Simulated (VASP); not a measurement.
Input of a VASP 6.6.1 run:

File INCAR:

```
SYSTEM = TaN
PREC = Accurate ; ENCUT = 520
EDIFF = 1E-6 ; ISMEAR = -1
SIGMA = 0.1 ; LREAL = .False.
LASPH = .True. ; NELM = 100
ALGO = Normal ; ISIF = 2
LWAVE = .False. ; LCHARG = .True.
GGA = PS ; LELF = .True.
LVHAR = .True. ; NBANDS = 15
```

KPOINTS

```
Automatic mesh
0
Gamma
  12 12 10
  0 0 0
```

File POSCAR:

```
TaN
1.0
    2.9380000000      0.0000000000      0.0000000000
   -1.4690000000      2.5443830000      0.0000000000
    0.0000000000      0.0000000000      2.8830000000
Ta N
1 1
Direct
    0.3333333333      0.6666666667      0.5000000000
    0.0000000000      0.0000000000      0.0000000000
```

Potentials or basis: VASP PAW PBE potentials, release 64 (Ta_pv, N).

Command:

```bash
$ cat potpaw_PBE.64/Ta_pv/POTCAR potpaw_PBE.64/N/POTCAR > POTCAR
$ mpirun -np 1 vasp_std > vasp.out
```

What does it give for the pressure?

-4.1 GPa.

What does it give for the band gap on the k mesh?

Zero (band 8 reaches 8.49 eV, above the bottom of band 9 at 7.99 eV).

Stress tensor (GPa, compression positive):
```
-4.04  0.00  0.00
 0.00 -4.04  0.00
 0.00  0.00 -4.18
```

Caveat: the PAW data sets were made with another functional, which shifts forces and pressure a little; spin-orbit coupling is left out, which moves the levels of the heavy elements.
